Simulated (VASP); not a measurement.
Set up this calculation in VASP 6.6.1, as the native input.

```
Task                   : single point
Functional             : revPBE
Potentials or basis    : VASP PAW PBE potentials, release 64 (Bi_d)
Cutoff                 : 520 eV
k mesh                 : 12 × 12 × 3
Occupations            : fermi-dirac, width 0.1 eV
Spin                   : no spin polarisation
Dipole correction      : no
Further INCAR settings : ALGO = Normal; EDIFF = 1e-07; NBANDS = 38
```

The structure of Bi lies in POSCAR:

```
Bi
1.0
    3.6832889818      0.0000000000      0.0000000000
   -1.8416444909      3.1898218277      0.0000000000
    0.0000000000      0.0000000000     12.3315335278
Bi
4
Direct
    0.0000000000      1.0000000000      1.0000000000
    0.0000000000      1.0000000000      0.5000000000
    0.3333333333      0.6666666667      0.2500000000
    0.6666666667      0.3333333333      0.7500000000
```

This isn't the form of Bi at room conditions, which is rhombohedral.

The input as run:

INCAR

```
PREC = Accurate ; ENCUT = 520
EDIFF = 1E-7 ; ISMEAR = -1
SIGMA = 0.1 ; LREAL = F
LASPH = T ; NELM = 80
ALGO = Normal ; ISIF = 2
LWAVE = F ; LCHARG = F
GGA = RE ; NBANDS = 38
```

KPOINTS

```
regular mesh
0
Gamma
  12 12 3
```

Potentials or basis: VASP PAW PBE potentials, release 64 (Bi_d).

Launch:

```bash
$ cat potpaw_PBE.64/Bi_d/POTCAR > POTCAR
$ mpirun -np 1 vasp_std > vasp.out
```

It gave:

```yaml
Pressure: -4.3 GPa
Band_gap_on_the_k_mesh: zero (bands 30 and 31 overlap by 5.12 eV)
```

Caveat: the cell stands under tension; the PAW data sets were made with another functional, which shifts forces and pressure a little; spin-orbit coupling is left out, which moves the levels of the heavy elements.

It took 77 s on 1 thread of Intel(R) Xeon(R) 6975P-C (Granite Rapids), with other jobs on the host, peak memory 0.33 GiB.
